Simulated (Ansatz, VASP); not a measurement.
## AlPt: VASP beside Ansatz

Contents of INCAR:

```
ALGO = Normal
EDIFF = 1E-6
ENCUT = 500
GGA = PS
GGA_COMPAT = F
ISIF = 2
ISMEAR = -1
LASPH = T
LCHARG = F
LREAL = F
LWAVE = F
NBANDS = 36
NELM = 120
PREC = Accurate
SIGMA = 0.15
```

Contents of KPOINTS:

```
k-points
0
Gamma
  3 3 3
```

Contents of POSCAR:

```
AlPt
1.0
    4.8789320000      0.0000000000      0.0000000000
    0.0000000000      4.8789320000      0.0000000000
    0.0000000000      0.0000000000      4.8789320000
Al Pt
4 4
Direct
    0.8440320000      0.8440320000      0.8440320000
    0.6559680000      0.1559680000      0.3440320000
    0.3440320000      0.6559680000      0.1559680000
    0.1559680000      0.3440320000      0.6559680000
    0.1550630000      0.1550630000      0.1550630000
    0.3449370000      0.8449370000      0.6550630000
    0.6550630000      0.3449370000      0.8449370000
    0.8449370000      0.6550630000      0.3449370000
```

Input for Ansatz:

```yaml
crystal:
  lattice:
    - [4.878932, 0.0, 0.0]
    - [0.0, 4.878932, 0.0]
    - [0.0, 0.0, 4.878932]
  atoms:
    - { symbol: Al, position: [0.844032, 0.844032, 0.844032] }
    - { symbol: Al, position: [0.655968, 0.155968, 0.344032] }
    - { symbol: Al, position: [0.344032, 0.655968, 0.155968] }
    - { symbol: Al, position: [0.155968, 0.344032, 0.655968] }
    - { symbol: Pt, position: [0.155063, 0.155063, 0.155063] }
    - { symbol: Pt, position: [0.344937, 0.844937, 0.655063] }
    - { symbol: Pt, position: [0.655063, 0.344937, 0.844937] }
    - { symbol: Pt, position: [0.844937, 0.655063, 0.344937] }
kpoints:
  mp_grid:
    grid: [3, 3, 3]
    shift: [0.0, 0.0, 0.0]
hamiltonian:
  xc: pbesol
  pseudopotentials:
    kind: all_electron
    lapw: {}
scf:
  convergence:
    dr2_threshold: 1.0e-06
  mixing:
    algorithm: broyden
    preconditioner: resta
  occupations:
    method: fermi_dirac
    width: 0.15
output:
  forces: true
  eigenvalues: true
```

Alike in both runs: task single point; functional PBEsol; k mesh 3 × 3 × 3; occupations fermi-dirac, width 0.15 eV; no spin polarisation.

|  | VASP | Ansatz |
| --- | --- | --- |
| version | VASP 6.6.1 | Ansatz 0.2.0 |
| potentials or method | VASP PAW PBE potentials, release 64 (Al, Pt), cutoff 500 eV | all-electron (LAPW or listed datasets) |

Ansatz gave:

- gap on the k mesh at the Fermi level (eV): none
- rms of the force components (eV/Å): 0.035

Problem. What did VASP give for the same quantities?

Solution. gap on the k mesh at the Fermi level (eV): none; rms of the force components (eV/Å): 0.032.

VASP's potentials were made for PBE, not for PBEsol. Atom by atom the forces differ by 0.003 eV/Å (rms over components). A gap of «none» marks a metal or a gap that the smearing closes. Ansatz ran all-electron here, and VASP with PAW potentials. Ansatz's warnings: force scf threshold loose.

The k mesh is coarse, so the values compare programs but aren't converged. Neither program's run includes spin-orbit coupling.
